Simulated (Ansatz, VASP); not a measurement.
# CdTe: VASP beside Ansatz

```
Cd Te
1.0
     3.09594   -3.12556    0.00000
     3.09594    3.12556    0.00000
     0.00000    0.00000    6.09065
Cd Te
2 2
Direct
  0.27703 0.72297 0.75000
  0.72297 0.27703 0.25000
  0.76614 0.23386 0.75000
  0.23386 0.76614 0.25000
```

Change from the starting cell: equal xx and yy strain of +1 %.

Alike in both runs: task single point; functional PBE; k mesh 9 × 9 × 6; occupations fermi-dirac, width 0.05 eV; no spin polarisation.

|  | VASP | Ansatz |
| --- | --- | --- |
| version | VASP 6.6.1 | Ansatz 0.2.0 |
| potentials or method | VASP PAW PBE potentials, release 64 (Cd, Te), cutoff 520 eV | all-electron LAPW, scalar-relativistic |

VASP gave:

```
pressure (GPa)                                                : -1.0
traceless stress, the component that is largest in VASP (GPa) : 0.51
rms of the force components (eV/Å)                            : 0.022
```

Which values does Ansatz return?

Pressure (GPa): -1.1; traceless stress, the component that is largest in VASP (GPa): 0.50; rms of the force components (eV/Å): 0.024.

Atom by atom the forces differ by 0.002 eV/Å (rms over components). Ansatz ran all-electron here, and VASP with PAW potentials.

Spin-orbit coupling is off throughout.
